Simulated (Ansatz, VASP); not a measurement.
## Te2Mo in VASP and in Ansatz

```
CELL_PARAMETERS angstrom
3.56023 0.00000 0.00000
-1.78012 3.08325 0.00000
0.00000 0.00000 17.52406
ATOMIC_POSITIONS crystal
Te 0.32075 0.65118 0.89684
Te 0.33590 0.66081 0.10348
Mo 0.00697 0.98748 0.00050
```

Alike in both runs: task single point; functional PBEsol; k mesh 6 × 6 × 2; no spin polarisation.

|  | VASP | Ansatz |
| --- | --- | --- |
| version | VASP 6.6.1 | Ansatz 0.2.0 |
| potentials or method | VASP PAW PBE potentials, release 64 (Te, Mo_sv), cutoff 520 eV | plane waves, PAW |
| occupations | methfessel-paxton of order 1, width 0.1 eV | cold, width 0.1 eV |
| valence electrons in the cell | 26 | 46 |

|  | VASP | Ansatz | Ansatz less VASP |
| --- | --- | --- | --- |
| rms of the force components (eV/Å) | 0.317 | 0.325 | +0.0078 |

VASP's potentials were made for PBE, not for PBEsol. Atom by atom the forces differ by 0.013 eV/Å (rms over components). VASP's potentials hold 26 valence electrons a cell and Ansatz's 46, so a difference there can come from the potentials and not from the codes.

Spin-orbit coupling is off throughout.
